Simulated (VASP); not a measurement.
A run of VASP 6.6.1:

The input INCAR:

```
SYSTEM = Ti3Al
ALGO = Normal
EDIFF = 1E-6
ENCUT = 520
GGA = PE
ISIF = 2
ISMEAR = 0
LASPH = .TRUE.
LCHARG = .FALSE.
LREAL = .FALSE.
LWAVE = .FALSE.
NBANDS = 28
NELM = 80
PREC = Accurate
SIGMA = 0.1
```

The input KPOINTS:

```
k-points
0
G
  6 6 2
  0 0 0
```

Contents of POSCAR:

```
Ti3Al
1.0
    2.9275422400      0.0000000000      0.0000000000
   -1.4637711200      2.5353259500      0.0000000000
    0.0000000000      0.0000000000      9.2263622300
Ti Al
3 1
Direct
    0.6666666700      0.3333333300      0.0000000000
    0.3333333300      0.6666666700      0.7505940200
    0.3333333300      0.6666666700      0.2494059800
    0.6666666700      0.3333333300      0.5000000000
```

Potentials or basis: VASP PAW PBE potentials, release 64 (Ti_sv, Al).

Run with:

```sh
$ cat potpaw_PBE.64/Ti_sv/POTCAR potpaw_PBE.64/Al/POTCAR > POTCAR
$ mpirun -np 1 vasp_std > vasp.out
```

Hardware: 1 thread of Intel(R) Xeon(R) Platinum 8488C (Sapphire Rapids) (shared host).

Estimate the wall time of this run.

Wall time 30 s on 1 thread of Intel(R) Xeon(R) Platinum 8488C (Sapphire Rapids), with other jobs on the host, peak memory 0.19 GiB. Counts: scf iterations 16, k points 14.
